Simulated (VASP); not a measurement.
Set up this calculation in VASP 6.6.1, as the native input.

| Property | Result |
| --- | --- |
| Task | single point |
| Functional | r2SCAN |
| Potentials or basis | VASP PAW PBE potentials, release 64 (In_d, P) |
| Cutoff | 520 eV |
| k mesh | 8 × 8 × 8 |
| Occupations | gaussian, width 0.05 eV |
| Spin | no spin polarisation |
| Dipole correction | no |
| Further INCAR settings | ALGO = Normal; EDIFF = 1e-07; NBANDS = 16 |

InP:

```
In P
1.0
     0.00000    2.88654    2.97446
     2.88654    0.00000    2.97446
     2.88654    2.88654    0.00000
In P
1 1
Direct
  0.00000 0.00000 0.00000
  0.75000 0.75000 0.75000
```

This cell differs from its parent crystal: strain -0.015 along x and y, +0.015 along z.

The input as run:

POSCAR

```
InP
1.0
    0.0000000000      2.8865425000      2.9744575000
    2.8865425000      0.0000000000      2.9744575000
    2.8865425000      2.8865425000      0.0000000000
In P
1 1
Direct
    0.0000000000      0.0000000000      0.0000000000
    0.7500000000      0.7500000000      0.7500000000
```

INCAR.step1

```
PREC = Accurate
ENCUT = 520
ISMEAR = 0
SIGMA = 0.05
LREAL = F
LASPH = T
NELM = 80
NBANDS = 16
GGA = PE
ALGO = Normal
EDIFF = 1E-4
LWAVE = T
LCHARG = F
```

INCAR.step2

```
PREC = Accurate
ENCUT = 520
EDIFF = 1E-7
ISMEAR = 0
SIGMA = 0.05
LREAL = F
LASPH = T
NELM = 80
ALGO = Normal
ISIF = 2
LWAVE = F
LCHARG = F
METAGGA = R2SCAN
LMIXTAU = T
NBANDS = 16
ISTART = 1
```

KPOINTS

```
regular mesh
0
Gamma
  8 8 8
```

Potentials or basis: VASP PAW PBE potentials, release 64 (In_d, P).

Run with:

```console
$ cat potpaw_PBE.64/In_d/POTCAR potpaw_PBE.64/P/POTCAR > POTCAR
$ cp INCAR.step1 INCAR
$ mpirun -np 1 vasp_std > vasp.out
$ cp INCAR.step2 INCAR
$ mpirun -np 1 vasp_std > vasp.out
```

Results of the run:

The pressure is 2.7 GPa. The band gap on the k mesh is 1.20 eV, direct.

Caveat: the cell differs from its parent crystal (strain -0.015 along x and y, +0.015 along z); the PAW data sets were made with another functional, which shifts forces and pressure a little; spin-orbit coupling is left out, which moves the levels of the heavy elements.

Wall time 68 s on 1 thread of Intel(R) Xeon(R) 6975P-C (Granite Rapids) (shared host), peak memory 0.2 GiB.
